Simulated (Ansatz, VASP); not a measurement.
Ti: VASP beside Ansatz

The input INCAR:

```
SYSTEM = Ti
ALGO     = Normal         ! electronic algorithm
EDIFF    = 1E-7           ! SCF threshold, eV
ENCUT    = 520            ! plane-wave cutoff, eV
GGA      = PS             ! functional
ISIF     = 2              ! what is computed and relaxed
ISMEAR   = -1             ! smearing method
LASPH    = .True.         ! aspherical terms in the spheres
LCHARG   = .False.        ! write CHGCAR
LREAL    = .False.        ! projectors in reciprocal space
LWAVE    = .False.        ! write WAVECAR
NBANDS   = 12             ! bands
NELM     = 100            ! most SCF steps
PREC     = Accurate       ! precision mode
SIGMA    = 0.05           ! smearing width, eV
```

Contents of KPOINTS:

```
k-points
0
Gamma
  14 14 14
  0 0 0
```

Contents of POSCAR:

```
Ti
1.0
   -1.6410000000      1.6410000000      1.6574100000
    1.6410000000     -1.6410000000      1.6574100000
    1.6410000000      1.6410000000     -1.6574100000
Ti
1
Direct
    0.0000000000      0.0000000000      0.0000000000
```

Input for Ansatz:

```yaml
crystal:
  lattice:
    - [-1.641, 1.641, 1.65741]
    - [1.641, -1.641, 1.65741]
    - [1.641, 1.641, -1.65741]
  atoms:
    - { symbol: Ti, position: [0.0, 0.0, 0.0] }
kpoints:
  mp_grid: { grid: [14, 14, 14] }
  band_path:
    path:
      - [0.0, 0.0, 0.0]
      - [0.0, 0.0, 0.5]
      - [0.25, 0.25, 0.25]
      - [0.0, 0.5, 0.0]
      - [0.0, 0.0, 0.0]
      - [0.5, 0.5, -0.5]
      - [0.4950740124, 0.5049259876, -0.4950740124]
      - [-0.4950740124, 0.4950740124, 0.4950740124]
      - [0.0, 0.0, 0.0]
    npoints: 5
scf:
  occupations: { method: fermi_dirac, width: 0.05 }
hamiltonian:
  xc: pbesol
  pseudopotentials: { kind: all_electron, lapw: { basis_error: 0.00025 } }
output:
  forces: true
  stress: true
  eigenvalues: true
```

Change from the starting cell: zz strain of +1 %.

Alike in both runs: task single point; functional PBEsol; k mesh 14 × 14 × 14; occupations fermi-dirac, width 0.05 eV; no spin polarisation.

|  | VASP | Ansatz |
| --- | --- | --- |
| version | VASP 6.6.1 | Ansatz 0.2.0 |
| potentials or method | VASP PAW PBE potentials, release 64 (Ti_sv), cutoff 520 eV | all-electron LAPW, scalar-relativistic |

Ansatz gave:

```
pressure (GPa)                                                : -7.5
traceless stress, the component that is largest in VASP (GPa) : 0.18
```

Problem. Estimate VASP's values.

Solution. Pressure (GPa): -7.7; traceless stress, the component that is largest in VASP (GPa): 0.18.

VASP's potentials were made for PBE, not for PBEsol. Ansatz ran all-electron here, and VASP with PAW potentials.
